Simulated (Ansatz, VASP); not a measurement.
**Two plane-wave programs on SnO**

```
Sn O
1.0
     3.71247    0.00000    0.00000
     0.00000    3.71247    0.00000
     0.00000    0.00000    5.07193
Sn O
2 2
Direct
  0.96768 0.50000 0.22849
  0.53232 0.00000 0.77151
  0.00348 0.00000 0.00000
  0.49652 0.50000 0.00000
```

Change from the starting cell: mode 4 frozen in at -0.125 Å, equal normal strain along x and y -0.0400.

Alike in both runs: task single point; functional PBE; k mesh 10 × 10 × 8; occupations gaussian, width 0.05 eV; no spin polarisation.

```csv
,VASP,Ansatz
version,VASP 6.6.1,Ansatz 0.2.0
potentials or method,"VASP PAW PBE potentials, release 64 (Sn_d, O), cutoff 520 eV","scalar-relativistic, plane waves, PAW"
valence electrons in the cell,40,40
```

|  | VASP | Ansatz | Ansatz less VASP |
| --- | --- | --- | --- |
| gap on the k mesh at the Fermi level (eV) | 0.13 | 0.12 | -0.011 |
| least direct gap on the mesh (eV) | 2.04 | 2.07 | +0.036 |
| pressure (GPa) | 10.0 | 9.6 | -0.36 |
| traceless stress, the component that is largest in VASP (GPa) | 4.08 | 3.97 | -0.112 |
| rms of the force components (eV/Å) | 0.655 | 0.612 | -0.0430 |

Atom by atom the forces differ by 0.048 eV/Å (rms over components).
